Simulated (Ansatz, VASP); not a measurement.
One calculation of Al3B2Sb, two programs

```
CELL_PARAMETERS angstrom
4.67001 0.00000 0.00000
-2.33501 4.04435 0.00000
0.00000 0.00000 5.19654
ATOMIC_POSITIONS crystal
Al 0.33333 0.66667 0.00000
Al 0.66667 0.33333 0.00000
Al 0.00000 0.00000 0.00000
B 0.33333 0.66667 0.50000
B 0.66667 0.33333 0.50000
Sb 0.00000 0.00000 0.50000
```

Alike in both runs: functional PBE; k mesh 4 × 4 × 3; occupations gaussian, width 0.2 eV; no spin polarisation.

Ansatz relaxed the structure, and its values are those at the end. VASP's run is a single point on that final structure, the one shown.

|  | VASP | Ansatz |
| --- | --- | --- |
| version | VASP 6.6.1 | Ansatz 0.2.0 |
| potentials or method | VASP PAW PBE potentials, release 64 (Al, B, Sb), cutoff 500 eV | scalar-relativistic, plane waves, PAW |
| valence electrons in the cell | 20 | 30 |

```csv
,VASP,Ansatz,Ansatz less VASP
gap on the k mesh at the Fermi level (eV),none,none,-
pressure (GPa),-0.2,-0.2,-0.04
```

A gap of «none» marks a metal or a gap that the smearing closes. VASP's potentials hold 20 valence electrons a cell and Ansatz's 30, so a difference there can come from the potentials and not from the codes.

The k mesh is coarse, so the values compare programs but aren't converged. Neither program's run includes spin-orbit coupling.
